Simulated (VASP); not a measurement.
Set up this calculation in VASP 6.6.1, as the native input.

```
Task                   : single point
Functional             : RPBE
Potentials or basis    : VASP PAW PBE potentials, release 64 (W_sv)
Cutoff                 : 520 eV
k mesh                 : 15 × 15 × 4
Occupations            : fermi-dirac, width 0.1 eV
Spin                   : no spin polarisation
Dipole correction      : no
Further INCAR settings : ALGO = Normal; EDIFF = 1e-06; NBANDS = 36
```

The structure of W lies in POSCAR:

```
W
1.0
    2.8694953476      0.0000000000      0.0000000000
   -1.4347476738      2.4850558671      0.0000000000
    0.0000000000      0.0000000000     10.1247580602
W
4
Direct
    1.0000000000      1.0000000000      1.0000000000
    1.0000000000      1.0000000000      0.5000000000
    0.3333333333      0.6666666667      0.2500000000
    0.6666666667      0.3333333333      0.7500000000
```

This isn't the form of W at room conditions, which is bcc.

One way to write it, as run:

INCAR

```
SYSTEM = W
PREC = Accurate
ENCUT = 520
EDIFF = 1E-6
ISMEAR = -1
SIGMA = 0.1
LREAL = .FALSE.
LASPH = .TRUE.
NELM = 80
ALGO = Normal
ISIF = 2
LWAVE = .FALSE.
LCHARG = .FALSE.
GGA = RP
NBANDS = 36
```

KPOINTS

```
Automatic mesh
0
G
  15 15 4
  0 0 0
```

Potentials or basis: VASP PAW PBE potentials, release 64 (W_sv).

Run with:

```bash
$ cat potpaw_PBE.64/W_sv/POTCAR > POTCAR
$ mpirun -np 1 vasp_std > vasp.out
```

It gave:

```json
{
  "Pressure": "-17.7 GPa",
  "Band gap on the k mesh": "zero (bands 28 and 29 overlap by 1.56 eV)"
}
```

Caveat: the cell stands under tension; the PAW data sets were made with another functional, which shifts forces and pressure a little; spin-orbit coupling is left out, which moves the levels of the heavy elements.

Run time: 110 s on 1 thread of AMD EPYC 9R45 96-Core Processor (Zen 5), with other jobs on the host, peak memory 0.27 GiB.
